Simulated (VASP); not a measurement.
Write the native input for VASP 6.6.1 that does the following.

| Item | Value |
| --- | --- |
| Task | single point |
| Functional | PBE |
| Potentials or basis | VASP PAW PBE potentials, release 64 (Ga_d, As) |
| Cutoff | 500 eV |
| k mesh | 3 × 3 × 3 |
| Occupations | gaussian, width 0.01 eV |
| Spin | no spin polarisation |
| Dipole correction | no |
| Further INCAR settings | ALGO = Normal; EDIFF = 1e-06; NBANDS = 16 |

The structure of GaAs lies in POSCAR:

```
GaAs
1.0
    0.0000000000      2.6704741800      2.6704741800
    2.6704741800      0.0000000000      2.6704741800
    2.6704741800      2.6704741800      0.0000000000
Ga As
1 1
Direct
    0.0000000000      0.0000000000      0.0000000000
    0.2500000000      0.2500000000      0.2500000000
```

These files were run (other wordings do the same):

INCAR

```
PREC = Accurate
ENCUT = 500
EDIFF = 1E-6
ISMEAR = 0
SIGMA = 0.01
LREAL = F
LASPH = T
NELM = 120
ALGO = Normal
ISIF = 2
LWAVE = F
LCHARG = F
GGA = PE
NBANDS = 16
GGA_COMPAT = F
```

KPOINTS

```
regular mesh
0
Gamma
  3 3 3
```

Potentials or basis: VASP PAW PBE potentials, release 64 (Ga_d, As).

Command:

```bash
$ cat potpaw_PBE.64/Ga_d/POTCAR potpaw_PBE.64/As/POTCAR > POTCAR
$ mpirun -np 1 vasp_std > vasp.out
```

It gave:

```yaml
Pressure: 24.6 GPa
Band_gap_on_the_k_mesh: 1.25 eV, indirect (least direct gap 1.87 eV)
```

Caveat: the k points lie up to 0.68 Å⁻¹ apart.

Wall time 12 s on 1 thread of Intel Xeon 8259CL, on a shared host, peak memory 0.15 GiB.
